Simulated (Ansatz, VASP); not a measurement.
# Co in VASP and in Ansatz

Contents of INCAR:

```
  PREC = Accurate
  ENCUT = 600
  EDIFF = 1E-7
  ISMEAR = -1
  SIGMA = 0.05
  LREAL = False
  LASPH = True
  NELM = 150
  ALGO = Normal
  ISIF = 3
  LWAVE = False
  LCHARG = False
  ISPIN = 2
  MAGMOM = 1.7
  LORBIT = 11
  LMAXMIX = 4
  GGA = B5
  ALDAX = 1.0
  AGGAX = 1.0
  AGGAC = 1.0
  ALDAC = 0.0
  IBRION = 2
  NSW = 80
  EDIFFG = -0.01
```

File KPOINTS:

```
regular mesh
0
Gamma
  14 14 14
```

Contents of POSCAR:

```
Co
1.0
    2.2868488050      0.0000000000      0.0000000000
    0.0000000000      2.2868488050      0.0000000000
    0.0000000000      0.0000000000      2.2868488050
Co
1
Direct
    0.0000000000      0.0000000000      0.0000000000
```

Input for Ansatz:

```yaml
crystal:
  lattice:
    - [2.286848805, 0.0, 0.0]
    - [0.0, 2.286848805, 0.0]
    - [0.0, 0.0, 2.286848805]
  atoms:
    - { symbol: Co, position: [0.0, 0.0, 0.0], spin: 1.7 }
hamiltonian:
  xc: blyp
  pseudopotentials:
    kind: paw
    azcp:
      Co: "pseudopotentials/Co.paw.azcp"
basis:
  ecutwfc: 420
  fft_grid_basis: typed
kpoints:
  mp_grid: { grid: [14, 14, 14], shift: [0, 0, 0] }
magnetization:
  spin_polarized: true
scf:
  occupations: { method: fermi_dirac, width: 0.05 }
relax:
  max_steps: 60
  f_tol: 0.01
  cell: {}
```

Alike in both runs: task relaxation of cell and atoms; functional BLYP; k mesh 14 × 14 × 14; occupations fermi-dirac, width 0.05 eV; collinear spin.

|  | VASP | Ansatz |
| --- | --- | --- |
| version | VASP 6.6.1 | Ansatz 0.2.0 |
| potentials or method | VASP PAW PBE potentials, release 64 (Co), cutoff 600 eV | plane waves (420 eV) with PAW, scalar-relativistic |
| valence electrons in the cell | 9 | 17 |

VASP gave:

```
net moment per atom (μB)                                      : 1.87
size of the moment on the site where the two differ most (μB) : 1.88
relaxed volume (Å³/atom)                                      : 13.41
relaxed cell length with the largest relative difference (Å)  : 2.376
```

Problem. Estimate Ansatz's values.

Solution. net moment per atom (μB): 1.88; size of the moment on the site where the two differ most (μB): 1.90; relaxed volume (Å³/atom): 13.44; relaxed cell length with the largest relative difference (Å): 2.377.

VASP's potentials were made for PBE, not for BLYP. Site moments also hang on the region over which each program counts them. VASP's potentials hold 9 valence electrons a cell and Ansatz's 17, so a difference there can come from the potentials and not from the codes.
